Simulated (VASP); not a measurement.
# ZnO (zincite) (P6_3mc) in VASP: a series of runs, part 2 of 2

VASP 6.6.1. The steps go on from the part before.

## 3. Single point, PBE (volume scaled by 0.94, then relaxed in part)

Contents of INCAR:

```
PREC = Accurate
ENCUT = 520
EDIFF = 1E-6
ISMEAR = 0
SIGMA = 0.02
LREAL = F
LASPH = T
NELM = 60
ALGO = Normal
ISIF = 2
LWAVE = F
LCHARG = F
GGA = PE
NBANDS = 26
```

Contents of KPOINTS:

```
regular mesh
0
Gamma
  9 9 6
```

Contents of POSCAR:

```
ZnO
1.0
    3.2125389491      0.0000000000      0.0000000000
   -1.6062694745      2.7821403406      0.0000000000
    0.0000000000      0.0000000000      5.1852176653
Zn O
2 2
Direct
    0.3333333333      0.6666666667      0.4999685893
    0.6666666667      0.3333333333     -0.0000314107
    0.6666666667      0.3333333333      0.3790414107
    0.3333333333      0.6666666667      0.8790414107
```

Potentials or basis: VASP PAW PBE potentials, release 64 (Zn, O).

On the command line:

```
cat potpaw_PBE.64/Zn/POTCAR potpaw_PBE.64/O/POTCAR > POTCAR
mpirun -np 1 vasp_std > vasp.out
```

OUTCAR:

```text
PREC = Accurate
   ENCUT = 520
   EDIFF = 1E-6
   ISMEAR = 0
   LREAL = F
   LASPH = T
   NELM = 60
   ISIF = 2
   GGA = PE

 ion  position               nearest neighbor table
   1  0.333  0.667  0.500-   3 1.96   3 1.96   3 1.96   4 1.97
   2  0.667  0.333  1.000-   4 1.96   4 1.96   4 1.96   3 1.97
   3  0.667  0.333  0.379-   1 1.96   1 1.96   1 1.96   2 1.97
   4  0.333  0.667  0.879-   2 1.96   2 1.96   2 1.96   1 1.97

  LATTYP: Found a hexagonal cell.
 ALAT       =     3.2125389491
[... 889 lines left out ...]
     25      14.9716      0.00000
     26      16.0843      0.00000

 [... further k-points ...]
[... 5 lines left out ...]
  --------------------------------------------------------------------------------------
  -------------------------------------------------------------------------------------
  Total        3.0097666      3.0097666      2.9806727      0.0000000     -0.0000000      0.0000000
  in kB      104.0516501    104.0516501    103.0458341      0.0000000     -0.0000000      0.0000000
  external PRESSURE =     103.7163781 kB  Pullay stress =       0.0000000 kB

 VOLUME and BASIS-vectors are now :
 -----------------------------------------------------------------------------
  energy-cutoff  :      520.00
  volume of cell :       46.34
      direct lattice vectors                 reciprocal lattice vectors
     3.212538949  0.000000000  0.000000000     0.311280273  0.179717749  0.000000000
    -1.606269474  2.782140341  0.000000000     0.000000000  0.359435498  0.000000000
     0.000000000  0.000000000  5.185217665     0.000000000  0.000000000  0.192855935

 POSITION                                       TOTAL-FORCE (eV/Angst)
 -----------------------------------------------------------------------------------
     -0.00000      1.85476      2.59245        -0.000000      0.000000      0.004065
      1.60627      0.92738      5.18505         0.000000     -0.000000      0.004065
      1.60627      0.92738      1.96541        -0.000000      0.000000     -0.004065
     -0.00000      1.85476      4.55802        -0.000000      0.000000     -0.004065
 -----------------------------------------------------------------------------------
    total drift:                                0.000001      0.000001     -0.000123

  FREE ENERGIE OF THE ION-ELECTRON SYSTEM (eV)
  ---------------------------------------------------
  free  energy   TOTEN  =       -17.7588345349 eV

  energy  without entropy=      -17.7588345349  energy(sigma->0) =      -17.75883453
```

It took 30 s on 1 thread of Intel Xeon Platinum 8488C (Sapphire Rapids), shared host; peak memory 0.18 GiB.

What came out:

| Quantity | Value |
| --- | --- |
| Free energy | -17.7588 eV |
| Pressure | 10.4 GPa |
| Largest force | 0.004 eV/Å |
| Band gap on the k mesh | 0.82 eV, direct |

Forces in eV/Å, atoms in the order of the input:
```
Zn   0.000  0.000  0.004
Zn   0.000  0.000  0.004
O    0.000  0.000 -0.004
O    0.000  0.000 -0.004
```

## 4. Single point, PBE (volume scaled by 0.97, then relaxed in part)

Contents of INCAR:

```
PREC = Accurate
ENCUT = 520
EDIFF = 1E-6
ISMEAR = 0
SIGMA = 0.02
LREAL = False
LASPH = True
NELM = 100
ALGO = Normal
ISIF = 2
LWAVE = False
LCHARG = True
GGA = PE
LELF = True
LVHAR = True
NBANDS = 26
```

KPOINTS is that of step 3.

Contents of POSCAR:

```
ZnO
1.0
    3.2463576338      0.0000000000      0.0000000000
   -1.6231788169      2.8114281806      0.0000000000
    0.0000000000      0.0000000000      5.2398029152
Zn O
2 2
Direct
    0.3333333333      0.6666666667      0.4999685893
    0.6666666667      0.3333333333     -0.0000314107
    0.6666666667      0.3333333333      0.3790414107
    0.3333333333      0.6666666667      0.8790414107
```

On the command line:

```
cat potpaw_PBE.64/Zn/POTCAR potpaw_PBE.64/O/POTCAR > POTCAR
mpirun -np 1 vasp_std > vasp.out
```

It took 30 s on 1 thread of Intel Xeon Platinum 8488C (Sapphire Rapids), shared host; peak memory 0.19 GiB.

The run converged. Its results:

- Free energy: -17.8316 eV
- Pressure: 5.3 GPa
- Band gap on the k mesh: 0.77 eV, direct

Levels at points of the mesh, in eV from the valence-band top:
| k point | band 14 | band 15 | band 16 | band 17 | band 18 | band 19 | band 20 | band 21 | band 22 | band 23 |
| --- | --- | --- | --- | --- | --- | --- | --- | --- | --- | --- |
| (0.00, 0.00, 0.00) | -0.79 | -0.79 | -0.09 | 0.00 | 0.00 | 0.77 | 5.21 | 8.17 | 12.89 | 12.89 |
| (0.00, 0.00, 0.50) | -2.25 | -0.39 | -0.39 | -0.39 | -0.39 | 3.43 | 3.43 | 10.04 | 10.04 | 13.17 |

## 5. Single point, PBE (volume scaled by 1.03, then relaxed in part)

Contents of INCAR:

```
SYSTEM = ZnO
  ALGO = Normal
  EDIFF = 1E-6
  ENCUT = 520
  GGA = PE
  ISIF = 2
  ISMEAR = 0
  LASPH = .True.
  LCHARG = .False.
  LREAL = .False.
  LWAVE = .False.
  NBANDS = 26
  NELM = 100
  PREC = Accurate
  SIGMA = 0.02
```

Contents of KPOINTS:

```
k-points
0
Gamma
  9 9 6
  0 0 0
```

Contents of POSCAR:

```
ZnO
1.0
    3.3119582906      0.0000000000      0.0000000000
   -1.6559791453      2.8682400160      0.0000000000
    0.0000000000      0.0000000000      5.3456860469
Zn O
2 2
Direct
    0.3333333333      0.6666666667      0.4999685893
    0.6666666667      0.3333333333     -0.0000314107
    0.6666666667      0.3333333333      0.3790414107
    0.3333333333      0.6666666667      0.8790414107
```

Potentials or basis: VASP PAW PBE potentials, release 64 (Zn, O).

On the command line:

```
cat potpaw_PBE.64/Zn/POTCAR potpaw_PBE.64/O/POTCAR > POTCAR
mpirun -np 1 vasp_std > vasp.out
```

OUTCAR:

```text
SYSTEM = ZnO
   EDIFF = 1E-6
   ENCUT = 520
   GGA = PE
   ISIF = 2
   ISMEAR = 0
   LASPH = .True.
   LREAL = .False.
   NELM = 100
   PREC = Accurate

 ion  position               nearest neighbor table
   1  0.333  0.667  0.500-   3 2.02   3 2.02   3 2.02   4 2.03
   2  0.667  0.333  1.000-   4 2.02   4 2.02   4 2.02   3 2.03
   3  0.667  0.333  0.379-   1 2.02   1 2.02   1 2.02   2 2.03
   4  0.333  0.667  0.879-   2 2.02   2 2.02   2 2.02   1 2.03

  LATTYP: Found a hexagonal cell.
[... 890 lines left out ...]
     25      13.8103      0.00000
     26      14.4227      0.00000

 [... further k-points ...]
[... 5 lines left out ...]
  --------------------------------------------------------------------------------------
  -------------------------------------------------------------------------------------
  Total       -0.8798726     -0.8798726     -0.8694621      0.0000000     -0.0000000      0.0000000
  in kB      -27.7604542    -27.7604542    -27.4319995      0.0000000     -0.0000000      0.0000000
  external PRESSURE =     -27.6509693 kB  Pullay stress =       0.0000000 kB

 VOLUME and BASIS-vectors are now :
 -----------------------------------------------------------------------------
  energy-cutoff  :      520.00
  volume of cell :       50.78
      direct lattice vectors                 reciprocal lattice vectors
     3.311958291  0.000000000  0.000000000     0.301936170  0.174322929  0.000000000
    -1.655979145  2.868240016  0.000000000     0.000000000  0.348645858  0.000000000
     0.000000000  0.000000000  5.345686047     0.000000000  0.000000000  0.187066728

 POSITION                                       TOTAL-FORCE (eV/Angst)
 -----------------------------------------------------------------------------------
     -0.00000      1.91216      2.67268         0.000000     -0.000000     -0.000908
      1.65598      0.95608      5.34552        -0.000000      0.000000     -0.000908
      1.65598      0.95608      2.02624         0.000000      0.000000      0.000908
     -0.00000      1.91216      4.69908         0.000000     -0.000000      0.000908
 -----------------------------------------------------------------------------------
    total drift:                                0.000000      0.000000     -0.000658

  FREE ENERGIE OF THE ION-ELECTRON SYSTEM (eV)
  ---------------------------------------------------
  free  energy   TOTEN  =       -17.8530268585 eV

  energy  without entropy=      -17.8530268585  energy(sigma->0) =      -17.85302686
```

Run time: 47 s. Hardware: 1 thread of Intel Xeon Platinum 8488C (Sapphire Rapids), shared host; peak memory 0.2 GiB.

Results:

| Quantity | Value |
| --- | --- |
| Free energy | -17.8530 eV |
| Pressure | -2.8 GPa |
| Band gap on the k mesh | 0.68 eV, direct |

Levels at points of the mesh, in eV from the valence-band top:
| k point | band 14 | band 15 | band 16 | band 17 | band 18 | band 19 | band 20 | band 21 | band 22 | band 23 |
| --- | --- | --- | --- | --- | --- | --- | --- | --- | --- | --- |
| (0.00, 0.00, 0.00) | -0.72 | -0.72 | -0.07 | 0.00 | 0.00 | 0.68 | 4.98 | 7.97 | 12.57 | 12.57 |
| (0.00, 0.00, 0.50) | -2.21 | -0.36 | -0.36 | -0.36 | -0.36 | 3.29 | 3.29 | 9.79 | 9.79 | 12.85 |

## 6. The runs side by side

| cell | gap on the mesh (eV) | pressure (GPa) |
| --- | --- | --- |
| a = 3.178, b = 3.178, c = 5.129 Å, angles 90.0, 90.0, 120.0°, 4 atoms | 0.86 | 16.4 |
| a = 3.213, b = 3.213, c = 5.185 Å, angles 90.0, 90.0, 120.0°, 4 atoms | 0.82 | 10.4 |
| a = 3.246, b = 3.246, c = 5.240 Å, angles 90.0, 90.0, 120.0°, 4 atoms | 0.77 | 5.3 |
| a = 3.312, b = 3.312, c = 5.346 Å, angles 90.0, 90.0, 120.0°, 4 atoms | 0.68 | -2.8 |

Alike in all rows: task single point; level PBE; potentials or basis VASP PAW PBE potentials, release 64 (Zn, O); no spin polarisation; k mesh 9 × 9 × 6; cutoff (eV) 520; smearing gaussian 0.02 eV.

Absolute energies hang on the potentials; compare differences alone.
